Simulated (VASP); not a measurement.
# Zn3GeO (Pm-3m) in VASP: relaxation of cell and atoms with PBE

Aim: the relaxation of cell and atoms of Zn3GeO with PBE.

Everything below comes from runs of VASP 6.6.1. Logs are shortened: lines on timing, memory, paths and dates and some standing lists are left out, and cuts for length are marked.

**1. The cell of the first run**

Symmetry: Pm-3m, No. 221, cubic system. The conventional cell has a = 3.935 Å, b = 3.935 Å, c = 3.935 Å, α = 90.00°, β = 90.00°, γ = 90.00°. Within 2.6 Å of Zn (site symmetry 4/mmm) lie 2 Ge at 1.97 Å. Within 2.6 Å of Ge (site symmetry m-3m) lie 6 Zn at 1.97 Å. Within 3.7 Å of O (site symmetry m-3m) lie 12 Zn at 2.78 Å and 8 Ge at 3.41 Å.

The cell was generated, and may not be a known phase.

**2. Relaxation of cell and atoms, PBE**

Input file INCAR:

```
PREC = Accurate
ENCUT = 1340
EDIFF = 1E-7
ISMEAR = 0
SIGMA = 0.1
LREAL = F
LASPH = T
NELM = 120
ALGO = Normal
ISIF = 3
LWAVE = F
LCHARG = F
GGA = PE
IBRION = 2
NSW = 90
EDIFFG = -0.04
GGA_COMPAT = F
NELMIN = 4
```

Input file KPOINTS:

```
Automatic mesh
0
Gamma
  4 4 4
```

Input file POSCAR:

```
Zn3GeO
1.0
    3.9346514400      0.0000000000      0.0000000000
    0.0000000000      3.9346514400      0.0000000000
    0.0000000000      0.0000000000      3.9346514400
Zn Ge O
3 1 1
Direct
    0.0000000000      0.5000000000      0.5000000000
    0.5000000000      0.0000000000      0.5000000000
    0.5000000000      0.5000000000      0.0000000000
    0.5000000000      0.5000000000      0.5000000000
    0.0000000000      0.0000000000      0.0000000000
```

Potentials or basis: VASP PAW PBE potentials, release 64 (Zn, Ge_d, O_h).

Launch:

```console
$ cat potpaw_PBE.64/Zn/POTCAR potpaw_PBE.64/Ge_d/POTCAR potpaw_PBE.64/O_h/POTCAR > POTCAR
$ mpirun -np 1 vasp_std > vasp.out
```

OUTCAR:

```text
PREC = Accurate
   ENCUT = 1340
   EDIFF = 1E-7
   ISMEAR = 0
   LREAL = F
   LASPH = T
   NELM = 120
   ISIF = 3
   GGA = PE
   IBRION = 2
   NSW = 90
   EDIFFG = -0.04
   NELMIN = 4

 ion  position               nearest neighbor table
   1  0.000  0.500  0.500-   4 1.97   4 1.97   2 2.78   3 2.78   2 2.78   2 2.78   3 2.78   3 2.78
                             3 2.78   2 2.78
   2  0.500  0.000  0.500-   4 1.97   4 1.97   1 2.78   3 2.78   1 2.78   3 2.78   3 2.78   3 2.78
                             1 2.78   1 2.78
   3  0.500  0.500  0.000-   4 1.97   4 1.97   1 2.78   1 2.78   2 2.78   2 2.78   2 2.78   2 2.78
                             1 2.78   1 2.78
   4  0.500  0.500  0.500-   1 1.97   2 1.97   3 1.97   3 1.97   2 1.97   1 1.97
   5  0.000  0.000  0.000-

  LATTYP: Found a simple cubic cell.
 ALAT       =     3.9346514400

  Lattice vectors:

 A1 = (   3.9346514400,   0.0000000000,   0.0000000000)
 A2 = (   0.0000000000,   3.9346514400,   0.0000000000)
 A3 = (   0.0000000000,   0.0000000000,   3.9346514400)

Analysis of symmetry for initial positions (statically):
=====================================================================
 Subroutine PRICEL returns:
 Original cell was already a primitive cell.

 Routine SETGRP: Setting up the symmetry group for a
 simple cubic supercell.

 Subroutine GETGRP returns: Found 48 space group operations
 (whereof 48 operations were pure point group operations)
 out of a pool of 48 trial point group operations.

The static configuration has the point symmetry O_h .

Analysis of symmetry for dynamics (positions and initial velocities):
=====================================================================
 Subroutine PRICEL returns:
 Original cell was already a primitive cell.

 Routine SETGRP: Setting up the symmetry group for a
 simple cubic supercell.

 Subroutine GETGRP returns: Found 48 space group operations
 (whereof 48 operations were pure point group operations)
 out of a pool of 48 trial point group operations.

The dynamic configuration has the point symmetry O_h .

 Subroutine INISYM returns: Found 48 space group operations
 (whereof 48 operations are pure point group operations),
 and found     1 'primitive' translations

----------------------------------------------------------------------------------------

                                     Primitive cell

  volume of cell :      60.9142

  direct lattice vectors                    reciprocal lattice vectors
     3.934651440  0.000000000  0.000000000     0.254152119  0.000000000  0.000000000
     0.000000000  3.934651440  0.000000000     0.000000000  0.254152119  0.000000000
     0.000000000  0.000000000  3.934651440     0.000000000  0.000000000  0.254152119
[... 51 lines left out ...]
  0.500000  0.250000  0.000000     12.000000
  0.500000  0.500000  0.000000      3.000000
  0.250000  0.250000  0.250000      8.000000
  0.500000  0.250000  0.250000     12.000000
  0.500000  0.500000  0.250000      6.000000
  0.500000  0.500000  0.500000      1.000000
   k-points           NKPTS =     10   k-points in BZ     NKDIM =     10   number of bands    NBANDS=     33
   number of dos      NEDOS =    301   number of ions     NIONS =      5
   total plane-waves  NPLWV = 110592
   dimension x,y,z NGX =    48 NGY =   48 NGZ =   48
   dimension x,y,z NGXF=    96 NGYF=   96 NGZF=   96
   ions per type =               3   1   1
   NGX,Y,Z   is equivalent  to a cutoff of  20.28, 20.28, 20.28 a.u.
   NGXF,Y,Z  is equivalent  to a cutoff of  40.56, 40.56, 40.56 a.u.
 SYSTEM =  unknown system
   PREC   = accura    normal or accurate (medium, high low for compatibility)
   ISTART =      0    job   : 0-new  1-cont  2-samecut
   ICHARG =      2    charge: 1-file 2-atom 10-const
   ISPIN  =      1    spin polarized calculation?
   LNONCOLLINEAR =      F non collinear calculations
   LSORBIT =      F    spin-orbit coupling
   LASPH  =      T    aspherical Exc in radial PAW
   ENCUT  = 1340.0 eV  98.49 Ry    9.92 a.u.  11.74 11.74 11.74*2*pi/ulx,y,z
   NELM   =    120;   NELMIN=  4; NELMDL= -5     # of ELM steps
   EDIFF  = 0.1E-06   stopping-criterion for ELM
   LREAL  =      F    real-space projection
   EDIFFG = -.4E-01   stopping-criterion for IOM
   NSW    =     90    number of steps for IOM
   IBRION =      2    ionic relax: 0-MD 1-quasi-New 2-CG
   NFREE  =      1    steps in history (QN), initial steepest desc. (CG)
   ISIF   =      3    stress and relaxation
   ISYM   =      2    0-nonsym 1-usesym 2-fastsym
   POTIM  = 0.5000    time-step for ionic-motion
   TEBEG  =    0.0;   TEEND  =   0.0 temperature during run
   PSTRESS=    0.0 pullay stress
   NELECT =      56.0000    total number of electrons
   NUPDOWN=      -1.0000    fix difference up-down
   EMIN   =  10.00;   EMAX   =-10.00  energy-range for DOS
   EFERMI =   0.00;   METHOD = LEGACY
   ISMEAR =     0;   SIGMA  =   0.10  broadening in eV -4-tet -1-fermi 0-gaus
   EFERMI_NEDOS =   21; number of points for ismear=-14 and -15
   IALGO  =     38    algorithm
   IMIX   =      4    mixing-type and parameters
     AMIX     =   0.40;   BMIX     =  1.00
     AMIX_MAG =   1.60;   BMIX_MAG =  1.00
  volume/ion in A,a.u.               =      12.18        82.21
  Fermi-wavevector in a.u.,A,eV,Ry     =   1.591834  3.008131 34.476306  2.533937
  Thomas-Fermi vector in A             =   2.690313
   LORBIT       =      0    0 simple, 1 ext, 2 COOP (PROOUT), +10 PAW based schemes
   GGA     = PE    functional components
   LHFCALC =     F    Hartree Fock is set to
   AEXX    =    0.0000 exact exchange contribution
   IVDW    =     0    specifies the selected vdW correction
   LEPSILON=     F    determine dielectric tensor
   LRPA    =     F    only Hartree local field effects (RPA)
 conjugate gradient relaxation of ions
 non-spin polarized calculation
 Gauss-broadening in eV      SIGMA  =   0.10
  energy-cutoff  :     1340.00
  volume of cell :       60.91
 maximum number of plane-waves:      6816
 NGX is ok and might be reduce to    48
   NGX = 23   NGY = 23   NGZ = 23

--------------------------------------- Ionic step        1  -------------------------------------------

 number of electron      56.0000012 magnetization

 Free energy of the ion-electron system (eV)
  ---------------------------------------------------
  ext. energy  EPLUGINS =         0.00000000
  ---------------------------------------------------
  free energy    TOTEN  =        -3.73313667 eV

  energy without entropy =       -3.72596076  energy(sigma->0) =       -3.72954872

 E-fermi :   4.5910     XC(G=0): -12.0845

 val. band max:        4.5768346968   @ k =   0.5000   0.5000   0.0000
 cond. band min:       5.8615234136   @ k =   0.0000   0.0000   0.0000
 fundamental gap:      1.2846887168
 Fermi energy:         4.5910267655
[... 880 lines left out ...]
--------------------------------------- Ionic step        5  -------------------------------------------

 number of electron      56.0000000 magnetization

 Free energy of the ion-electron system (eV)
  ---------------------------------------------------
  ext. energy  EPLUGINS =         0.00000000
  ---------------------------------------------------
  free energy    TOTEN  =       -10.12425492 eV

  energy without entropy =      -10.09874420  energy(sigma->0) =      -10.11149956

 E-fermi :   0.7909     XC(G=0):  -9.4029

 val. band max:        0.7595126917   @ k =   0.2500   0.2500   0.0000
 cond. band min:       0.8778078683   @ k =   0.5000   0.0000   0.0000
 fundamental gap:      0.1182951766
 Fermi energy:         0.7909286966
[... 390 lines left out ...]
  FREE ENERGIE OF THE ION-ELECTRON SYSTEM (eV)
  ---------------------------------------------------
  free  energy   TOTEN  =       -10.1242549156 eV

  energy  without entropy=      -10.0987441962  energy(sigma->0) =      -10.11149956

 reached required accuracy - stopping structural energy minimisation
```

Run time: 6.5 min. Hardware: 1 thread of Intel Xeon Platinum 8259CL at 2.50GHz (Skylake/Cascade Lake), shared host; peak memory 0.39 GiB.

Results:

* Free energy: -10.1243 eV
* Relaxed volume: 20.59 Å³/atom
* Relaxed cell: a = 4.686 Å, b = 4.686 Å, c = 4.686 Å, α = 90.00°, β = 90.00°, γ = 90.00°
* Space group after relaxing (to 0.1 Å): Pm-3m (No. 221)
* Energy gained by relaxing: 1278.2 meV/atom
* Ionic steps: 5
* Pressure after relaxing: -0.1 GPa
* Band gap on the k mesh: zero (bands 28 and 29 overlap by 0.07 eV)

Step by step:
```tsv
step	energy change (eV)	largest force (eV/Å)	pressure (GPa)	volume (Å³)
1	0.0000	0.0000	82.96	60.91
2	-5.6188	0.0000	-5.89	135.16
3	-6.3723	0.0000	1.65	99.05
4	-6.3870	0.0000	-0.69	104.68
5	-6.3911	0.0000	-0.06	102.93
```

Final structure:
```xyz
5
Lattice="4.6865 0.0000 0.0000 0.0000 4.6865 0.0000 0.0000 0.0000 4.6865" Properties=species:S:1:pos:R:3 pbc="T T T"
Zn    0.0000    2.3432    2.3432
Zn    2.3432    0.0000    2.3432
Zn    2.3432    2.3432    0.0000
Ge    2.3432    2.3432    2.3432
O     0.0000    0.0000    0.0000
```

Levels at points of the mesh, in eV from the Fermi level:
```
           k point  band 26  band 27  band 28  band 29  band 30  band 31
(0.00, 0.00, 0.00)    -0.26    -0.26    -0.04    -0.04    -0.04     1.17
(0.50, 0.00, 0.00)    -0.94    -0.35    -0.35     0.09     1.84     4.41
(0.50, 0.50, 0.00)    -0.19    -0.03    -0.03     0.54     0.73     4.05
(0.50, 0.50, 0.50)    -1.28    -1.28    -1.28     2.46     2.46     2.46
```

Caveat: the k points lie up to 0.34 Å⁻¹ apart in the final cell; the volume moved by over 15 % at a fixed basis, so the end points are rough.

The gap in the log of VASP goes by the Fermi energy; the results here count the filled bands.